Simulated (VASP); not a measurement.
Here is a VASP 6.6.1 calculation.

Contents of INCAR:

```
SYSTEM = Ir
PREC = Accurate
ENCUT = 520
EDIFF = 1E-6
ISMEAR = 0
SIGMA = 0.15
LREAL = .FALSE.
LASPH = .TRUE.
NELM = 60
ALGO = Fast
ISIF = 2
LWAVE = .FALSE.
LCHARG = .FALSE.
GGA = CA
NBANDS = 16
```

Contents of KPOINTS:

```
regular mesh
0
G
  16 16 12
  0 0 0
```

POSCAR

```
Ir
1.0
    0.0000000000     -1.9054060557     -1.9054060557
    0.0000000000      1.9054060557     -1.9054060557
    3.8108121114      0.0000000000      0.0000000000
Ir
2
Direct
    0.5151148885      0.4848851115      0.4775375963
   -0.0151148885      0.0151148885      0.0224624037
```

Potentials or basis: VASP PAW LDA potentials, release 64 (Ir).

Run with:

```sh
$ cat potpaw_LDA.64/Ir/POTCAR > POTCAR
$ mpirun -np 1 vasp_std > vasp.out
```

Problem. Estimate the pressure.

Solution. 10.6 GPa.

Problem. Estimate the band gap on the k mesh.

Solution. Zero (bands 9 and 10 overlap by 2.82 eV).

Forces in eV/Å, atoms in the order of the input:
```
Ir   2.650  1.121  0.000
Ir  -2.650 -1.121  0.000
```

Caveat: the cell differs from its parent crystal (atoms displaced along a vibrational mode); the cell stands under pressure; spin-orbit coupling is left out, which moves the levels of the heavy elements; forces of over 1 eV/Å act on the atoms, so gaps and moduli don't describe the material at rest.
